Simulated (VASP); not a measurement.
# ZnIn2Cl4 (I4/mmm) in VASP: a series of runs, part 2 of 2

VASP 6.6.1. Earlier steps stand in the parts before.

### Step 3. Single point, PBE

This run uses another cell than the first one, of 28.43 Å³/atom.

INCAR

```
SYSTEM = ZnIn2Cl4
ALGO     = Normal         ! electronic algorithm
EDIFF    = 1E-6           ! SCF threshold, eV
ENCUT    = 520            ! plane-wave cutoff, eV
GGA      = PE             ! functional
ISIF     = 2              ! what is computed and relaxed
ISMEAR   = 0              ! smearing method
LASPH    = .True.         ! aspherical terms in the spheres
LCHARG   = .False.        ! write CHGCAR
LREAL    = .False.        ! projectors in reciprocal space
LWAVE    = .False.        ! write WAVECAR
NBANDS   = 42             ! bands
NELM     = 80             ! most SCF steps
PREC     = Accurate       ! precision mode
SIGMA    = 0.1            ! smearing width, eV
```

KPOINTS

```
k-points
0
Gamma
  6 6 6
  0 0 0
```

POSCAR

```
ZnIn2Cl4
1.0
   -2.5321658160      2.5321658160      7.7582121886
    2.5321658160     -2.5321658160      7.7582121886
    2.5321658160      2.5321658160     -7.7582121886
Zn In Cl
1 2 4
Direct
    0.0000000000      0.0000000000      0.0000000000
    0.3617566290      0.3617566290      0.0000000000
    0.6382433710      0.6382433710      0.0000000000
    0.8464589246      0.8464589246      0.0000000000
    0.0000000000      0.5000000000      0.5000000000
    0.5000000000      0.0000000000      0.5000000000
    0.1535410754      0.1535410754      0.0000000000
```

Potentials or basis: VASP PAW PBE potentials, release 64 (Zn, In_d, Cl).

Started as:

```console
> cat potpaw_PBE.64/Zn/POTCAR potpaw_PBE.64/In_d/POTCAR potpaw_PBE.64/Cl/POTCAR > POTCAR
> mpirun -np 1 vasp_std > vasp.out
```

OUTCAR:

```text
SYSTEM = ZnIn2Cl4
   EDIFF = 1E-6
   ENCUT = 520
   GGA = PE
   ISIF = 2
   ISMEAR = 0
   LASPH = .True.
   LREAL = .False.
   NELM = 80
   PREC = Accurate

 ion  position               nearest neighbor table
   1  0.000  0.000  0.000-   4 2.38   7 2.38   6 2.53   5 2.53   5 2.53   6 2.53
   2  0.362  0.362  0.000-   7 3.23   6 3.32   5 3.32   5 3.32   6 3.32
   3  0.638  0.638  0.000-   4 3.23   5 3.32   6 3.32   6 3.32   5 3.32
   4  0.846  0.846  0.000-   1 2.38   3 3.23
   5  0.000  0.500  0.500-   1 2.53   1 2.53   2 3.32   3 3.32   3 3.32   2 3.32
   6  0.500  0.000  0.500-   1 2.53   1 2.53   2 3.32   3 3.32   2 3.32   3 3.32
   7  0.154  0.154  0.000-   1 2.38   2 3.23

  LATTYP: Found a body centered tetragonal cell.
 ALAT       =     5.0643316320
 C/A-ratio  =     3.0638641986

  Lattice vectors:

 A1 = (  -2.5321658160,   2.5321658160,   7.7582121886)
 A2 = (   2.5321658160,  -2.5321658160,   7.7582121886)
 A3 = (   2.5321658160,   2.5321658160,  -7.7582121886)

Analysis of symmetry for initial positions (statically):
=====================================================================
 Subroutine PRICEL returns:
 Original cell was already a primitive cell.

 Routine SETGRP: Setting up the symmetry group for a
 body centered tetragonal supercell.

 Subroutine GETGRP returns: Found 16 space group operations
 (whereof 16 operations were pure point group operations)
 out of a pool of 16 trial point group operations.

The static configuration has the point symmetry D_4h.

Analysis of symmetry for dynamics (positions and initial velocities):
=====================================================================
 Subroutine PRICEL returns:
 Original cell was already a primitive cell.

 Routine SETGRP: Setting up the symmetry group for a
 body centered tetragonal supercell.

 Subroutine GETGRP returns: Found 16 space group operations
 (whereof 16 operations were pure point group operations)
 out of a pool of 16 trial point group operations.

The dynamic configuration has the point symmetry D_4h.

 Subroutine INISYM returns: Found 16 space group operations
[... 132 lines left out ...]
   GGA     = PE    functional components
   LHFCALC =     F    Hartree Fock is set to
   AEXX    =    0.0000 exact exchange contribution
   IVDW    =     0    specifies the selected vdW correction
   LEPSILON=     F    determine dielectric tensor
   LRPA    =     F    only Hartree local field effects (RPA)
 non-spin polarized calculation
 Gauss-broadening in eV      SIGMA  =   0.10
  energy-cutoff  :      520.00
  volume of cell :      198.98
 maximum number of plane-waves:      5408
   NGX = 31   NGY = 31   NGZ = 31

 number of electron      66.0000002 magnetization

 Free energy of the ion-electron system (eV)
  ---------------------------------------------------
  ext. energy  EPLUGINS =         0.00000000
  ---------------------------------------------------
  free energy    TOTEN  =       -19.95399807 eV

  energy without entropy =      -19.95399807  energy(sigma->0) =      -19.95399807

 E-fermi :   1.7982     XC(G=0):  -8.3724

 val. band max:        1.3189858939   @ k =   0.5000   0.5000   0.5000
 cond. band min:       3.4360477385   @ k =   0.0000   0.0000   0.0000
 fundamental gap:      2.1170618446
 Fermi energy:         1.7981837897

 k-point     1 :       0.0000    0.0000    0.0000
  band No.  band energies     occupation
      1     -13.2346      2.00000
      2     -12.5328      2.00000
      3     -12.3025      2.00000
      4     -12.2130      2.00000
      5     -11.5945      2.00000
      6     -11.5920      2.00000
[... 1069 lines left out ...]
     41       8.7873      0.00000
     42       9.6376      0.00000

 [... further k-points ...]

------------------------ aborting loop because EDIFF is reached ----------------------------------------

  FORCE on cell =-STRESS in cart. coord.  units (eV):
  Direction    XX          YY          ZZ          XY          YZ          ZX
  --------------------------------------------------------------------------------------
  -------------------------------------------------------------------------------------
  Total        0.0568655      0.0568655      0.1651450      0.0000000      0.0000000      0.0000000
  in kB        0.4578817      0.4578817      1.3297500      0.0000000      0.0000000      0.0000000
  external PRESSURE =       0.7485044 kB  Pullay stress =       0.0000000 kB

 VOLUME and BASIS-vectors are now :
 -----------------------------------------------------------------------------
  energy-cutoff  :      520.00
  volume of cell :      198.98
      direct lattice vectors                 reciprocal lattice vectors
    -2.532165816  2.532165816  7.758212189     0.000000000  0.197459423  0.064447838
     2.532165816 -2.532165816  7.758212189     0.197459423  0.000000000  0.064447838
     2.532165816  2.532165816 -7.758212189     0.197459423  0.197459423  0.000000000

 POSITION                                       TOTAL-FORCE (eV/Angst)
 -----------------------------------------------------------------------------------
      0.00000      0.00000      0.00000         0.000000      0.000000      0.000000
      0.00000      0.00000      5.61317        -0.000000     -0.000000      0.002197
      0.00000      0.00000      9.90326        -0.000000     -0.000000     -0.002197
      0.00000      0.00000     13.13402        -0.000000     -0.000000     -0.033175
      2.53217      0.00000      0.00000         0.000000      0.000000      0.000000
      0.00000      2.53217      0.00000         0.000000      0.000000      0.000000
      0.00000      0.00000      2.38241         0.000000      0.000000      0.033175
 -----------------------------------------------------------------------------------
    total drift:                                0.000000      0.000000     -0.000000

  FREE ENERGIE OF THE ION-ELECTRON SYSTEM (eV)
  ---------------------------------------------------
  free  energy   TOTEN  =       -19.9539980704 eV

  energy  without entropy=      -19.9539980704  energy(sigma->0) =      -19.95399807
```

OSZICAR:

```text
N       E                     dE             d eps       ncg     rms          rms(c)
DAV:   1     0.678203126304E+03    0.67820E+03   -0.29772E+04  2520   0.172E+03
DAV:   2     0.100122458581E+03   -0.57808E+03   -0.55210E+03  2600   0.431E+02
DAV:   3    -0.138326913611E+02   -0.11396E+03   -0.10980E+03  3260   0.184E+02
DAV:   4    -0.210184165089E+02   -0.71857E+01   -0.71438E+01  2894   0.486E+01
DAV:   5    -0.212974770796E+02   -0.27906E+00   -0.27886E+00  3440   0.108E+01    0.834E+00
DAV:   6    -0.200077691111E+02    0.12897E+01   -0.20500E+00  3806   0.290E+01    0.589E+00
DAV:   7    -0.199584116200E+02    0.49357E-01   -0.18813E+00  2910   0.587E+00    0.283E+00
DAV:   8    -0.199566349297E+02    0.17767E-02   -0.28014E-01  3248   0.531E+00    0.874E-01
DAV:   9    -0.199517703741E+02    0.48646E-02   -0.43821E-02  3136   0.345E+00    0.356E-01
DAV:  10    -0.199535145773E+02   -0.17442E-02   -0.10033E-02  3128   0.793E-01    0.287E-01
DAV:  11    -0.199539926629E+02   -0.47809E-03   -0.13830E-03  2756   0.219E-01    0.438E-02
DAV:  12    -0.199539744195E+02    0.18243E-04   -0.28363E-04  3900   0.237E-01    0.451E-02
DAV:  13    -0.199539927804E+02   -0.18361E-04   -0.71985E-05  3164   0.665E-02    0.220E-02
DAV:  14    -0.199539970426E+02   -0.42622E-05   -0.97495E-06  2930   0.196E-02    0.949E-03
DAV:  15    -0.199539980530E+02   -0.10104E-05   -0.20579E-06  2136   0.739E-03    0.179E-03
DAV:  16    -0.199539980704E+02   -0.17370E-07   -0.25976E-07  1834   0.370E-03
   1 F= -.19953998E+02 E0= -.19953998E+02  d E =-.278170E-13
```

stdout:

```text
POSCAR found type information on POSCAR ZnInCl
 POSCAR found :  3 types and       7 ions
 scaLAPACK will be used
 LDA part: xc-table for (Slater+PW92), standard interpolation
 POSCAR, INCAR and KPOINTS ok, starting setup
 FFT: planning ... GRIDC
 FFT: planning ... GRID_SOFT
 FFT: planning ... GRID
 WAVECAR not read
 entering main loop
```

Wall time 10 min (1 thread of Intel Xeon Platinum 8488C (Sapphire Rapids), shared host); peak memory 0.69 GiB.

Results:

* Free energy: -19.9540 eV
* Pressure: 0.1 GPa
* Largest force: 0.033 eV/Å
* Band gap on the k mesh: 2.12 eV (least direct gap 2.59 eV)

Forces in eV/Å, atoms in the order of the input:
```
Zn   0.000  0.000  0.000
In   0.000  0.000  0.002
In   0.000  0.000 -0.002
Cl   0.000  0.000 -0.033
Cl   0.000  0.000  0.000
Cl   0.000  0.000  0.000
Cl   0.000  0.000  0.033
```

Caveat: spin-orbit coupling is left out, which moves the levels of the heavy elements. A k mesh can miss the band edges.
